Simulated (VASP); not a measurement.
Set up this calculation in VASP 6.6.1, as the native input.

```
Task                   : single point
Functional             : PBE
Potentials or basis    : VASP PAW PBE potentials, release 64 (C)
Cutoff                 : 520 eV
k mesh                 : 6 × 6 × 6
Occupations            : gaussian, width 0.1 eV
Spin                   : no spin polarisation
Dipole correction      : no
Further INCAR settings : ALGO = Normal; EDIFF = 1e-06; NBANDS = 28
```

The structure of C lies in POSCAR:

```
C
1.0
    4.5123794164      0.0000000030      0.0000000000
   -2.2561897108      3.9078352046      0.0000000000
    0.0000000000      0.0000000000      2.8000977655
C
9
Direct
    0.8333329490      0.6666657302      0.1666762755
    0.3333342698      0.1666672188      0.8333429422
    0.8333327812      0.1666670510      0.5000096088
    0.6666657302      0.8333329490      0.8333237245
    0.1666672188      0.3333342698      0.1666570578
    0.1666670510      0.8333327812      0.4999903912
    0.4999938818      0.0000000000      0.1666666667
    0.0000000000      0.4999938818      0.8333333333
    0.5000061182      0.5000061182      0.5000000000
```

The cell was generated, and may not be a known phase.

One way to write it, as run:

INCAR

```
SYSTEM = C
  PREC = Accurate
  ENCUT = 520
  EDIFF = 1E-6
  ISMEAR = 0
  SIGMA = 0.1
  LREAL = .FALSE.
  LASPH = .TRUE.
  NELM = 100
  ALGO = Normal
  ISIF = 2
  LWAVE = .FALSE.
  LCHARG = .FALSE.
  GGA = PE
  NBANDS = 28
```

KPOINTS

```
Automatic mesh
0
G
  6 6 6
  0 0 0
```

Potentials or basis: VASP PAW PBE potentials, release 64 (C).

The run is started by

```console
$ cat potpaw_PBE.64/C/POTCAR > POTCAR
$ mpirun -np 1 vasp_std > vasp.out
```

Results of the run:

```yaml
Pressure: 0.6 GPa
Largest_force: 0.005 eV/Å
Band_gap_on_the_k_mesh: 1.92 eV
```

Run time: 32 s on 1 thread of Intel Xeon 8259CL (shared host), peak memory 0.18 GiB.
